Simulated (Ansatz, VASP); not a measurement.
**Two plane-wave programs on Ga3As3N2**

INCAR

```
PREC     = Accurate       # precision mode
ENCUT    = 520            # plane-wave cutoff, eV
EDIFF    = 1E-7           # SCF threshold, eV
ISMEAR   = 0              # smearing method
SIGMA    = 0.05           # smearing width, eV
LREAL    = F              # projectors in reciprocal space
LASPH    = T              # aspherical terms in the spheres
NELM     = 100            # most SCF steps
ALGO     = Normal         # electronic algorithm
ISIF     = 2              # what is computed and relaxed
LWAVE    = F              # write WAVECAR
LCHARG   = F              # write CHGCAR
LDIPOL   = T            
IDIPOL   = 3            
DIPOL    = 0.5 0.5 0.326
GGA      = PE             # functional
IVDW     = 12             # dispersion correction
NBANDS   = 42             # bands
```

Contents of KPOINTS:

```
regular mesh
0
Gamma
  7 5 1
```

File POSCAR:

```
Ga3As3N2
1.0
    4.0137031116      0.0000000000      0.0000000000
    0.0000000000      5.6762333758      0.0000000000
    0.0000000000      0.0000000000     22.8852699092
Ga As N
3 3 2
Direct
    0.5000000000      0.5000000000      0.1747849169
    0.0000000000      0.0653835254      0.2732733389
    0.5000000000      0.4894639615      0.3292030243
    0.0000000000      0.2500000000      0.1747849169
    0.5000000000      0.8102208702      0.2554204538
    0.0000000000      0.2887573197      0.3664046761
    0.5000000000      0.5387573197      0.4931237409
    0.5000000000      0.5387573197      0.5411895931
```

Input for Ansatz:

```yaml
crystal:
  lattice:
    - [4.0137031116, 0.0, 0.0]
    - [0.0, 5.6762333758, 0.0]
    - [0.0, 0.0, 22.8852699092]
  atoms:
    - { symbol: Ga, position: [0.5, 0.5, 0.1747849169] }
    - { symbol: As, position: [0.0, 0.25, 0.1747849169] }
    - { symbol: Ga, position: [0.0, 0.0653835254, 0.2732733389] }
    - { symbol: As, position: [0.5, 0.8102208702, 0.2554204538] }
    - { symbol: Ga, position: [0.5, 0.4894639615, 0.3292030243] }
    - { symbol: As, position: [0.0, 0.2887573197, 0.3664046761] }
    - { symbol: "N", position: [0.5, 0.5387573197, 0.4931237409] }
    - { symbol: "N", position: [0.5, 0.5387573197, 0.5411895931] }
basis:
  ecutwfc: 420
kpoints:
  mp_grid: { grid: [7, 5, 1] }
hamiltonian:
  xc: pbe
  pseudopotentials: { kind: paw, azcp: { folder: soft_1 } }
  dispersion: d3bj
scf:
  occupations: { method: gaussian, width: 0.05 }
output:
  forces: true
  eigenvalues: true
efield:
  axis: 3
  dipole_correction: true
  ramp_width: 0.04
```

Alike in both runs: task single point; functional PBE; dispersion D3(BJ); k mesh 7 × 5 × 1; occupations gaussian, width 0.05 eV; no spin polarisation.

|  | VASP | Ansatz |
| --- | --- | --- |
| version | VASP 6.6.1 | Ansatz 0.2.0 |
| potentials or method | VASP PAW PBE potentials, release 64 (Ga_d, As, N), cutoff 520 eV | scalar-relativistic, plane waves, PAW |
| valence electrons in the cell | 64 | 94 |

|  | VASP | Ansatz | Ansatz less VASP |
| --- | --- | --- | --- |
| gap on the k mesh at the Fermi level (eV) | 0.41 | 0.42 | +0.008 |
| least direct gap on the mesh (eV) | 0.76 | 0.76 | +0.003 |
| rms of the force components (eV/Å) | 0.691 | 0.331 | -0.3599 |

One of these differences is far larger than is usual between the two programs; its cause wasn't traced. VASP's potentials hold 64 valence electrons a cell and Ansatz's 94, so a difference there can come from the potentials and not from the codes.

Noted on VASP's run: the standard files for N, O and F lose accuracy on very short bonds.
